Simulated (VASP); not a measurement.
GaSb, 2 atoms in the cell. The structure is orthorhombic, space group Immm (No. 71). The conventional cell has a = 3.211 Å, b = 5.189 Å, c = 5.766 Å, α = 90.00°, β = 90.00°, γ = 90.00°. Ga (site symmetry mmm) has 6 Sb at 2.88 to 3.05 Å and 2 Ga at 3.21 Å within 3.8 Å. Sb (site symmetry mmm) has 6 Ga at 2.88 to 3.05 Å and 2 Sb at 3.21 Å within 3.8 Å. 

* Program: VASP 6.6.1
* Task: single point
* Functional: PBE
* Potentials or basis: VASP PAW PBE potentials, release 64 (Ga_d, Sb)
* Cutoff: 520 eV
* k mesh: 16 × 16 × 16
* Occupations: gaussian, width 0.1 eV
* Spin: no spin polarisation
* Dipole correction: no
* Further INCAR settings: ALGO = Normal; EDIFF = 1e-07; NBANDS = 16

Potentials or basis: VASP PAW PBE potentials, release 64 (Ga_d, Sb).

Command:

```sh
$ cat potpaw_PBE.64/Ga_d/POTCAR potpaw_PBE.64/Sb/POTCAR > POTCAR
$ mpirun -np 1 vasp_std > vasp.out
```

Hardware: 1 thread of AMD EPYC 7R13 (shared host).

How long does it take, and how much memory?

Run time: 8.7 min on 1 thread of AMD EPYC 7R13 (shared host), peak memory 0.56 GiB. Counts: scf iterations 13, k points 621.
